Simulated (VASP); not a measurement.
Input of a VASP 6.6.1 run:

Contents of INCAR:

```
SYSTEM = Mg5Sn
PREC = Accurate
ENCUT = 520
EDIFF = 1E-7
ISMEAR = 1
SIGMA = 0.1
LREAL = .False.
LASPH = .True.
NELM = 60
ALGO = Normal
ISIF = 2
LWAVE = .False.
LCHARG = .False.
NBANDS = 21
```

File KPOINTS:

```
Automatic mesh
0
Gamma
  5 5 5
  0 0 0
```

File POSCAR:

```
Mg5Sn
1.0
    5.5939667200      0.0000000000      0.0000000000
   -2.7969833600      4.8445172900      0.0000000000
    0.0000000000      0.0000000000      5.0300902100
Mg Sn
5 1
Direct
    0.0000000000      0.3345335600      0.0000000000
    0.6654664400      0.6654664400      0.0000000000
    0.3345335600      0.0000000000      0.0000000000
    0.6666666700      0.3333333300      0.5000000000
    0.3333333300      0.6666666700      0.5000000000
    0.0000000000      0.0000000000      0.5000000000
```

Potentials or basis: VASP PAW LDA potentials, release 64 (Mg, Sn_d).

Command:

```bash
$ cat potpaw_LDA.64/Mg/POTCAR potpaw_LDA.64/Sn_d/POTCAR > POTCAR
$ mpirun -np 1 vasp_std > vasp.out
```

Q: What does it give for the largest force?

A: 0.039 eV/Å.

Q: Estimate the pressure.

A: -1.9 GPa.

Q: Predict the band gap on the k mesh.

A: Zero (band 12 reaches 4.40 eV, above the bottom of band 13 at 2.98 eV).

Forces on the atoms (eV/Å):
```
Mg   0.019 -0.034  0.000
Mg   0.019  0.034  0.000
Mg  -0.039  0.000  0.000
Mg   0.000  0.000  0.000
Mg   0.000  0.000  0.000
Sn   0.000  0.000  0.000
```

Caveat: spin-orbit coupling is left out, which moves the levels of the heavy elements.
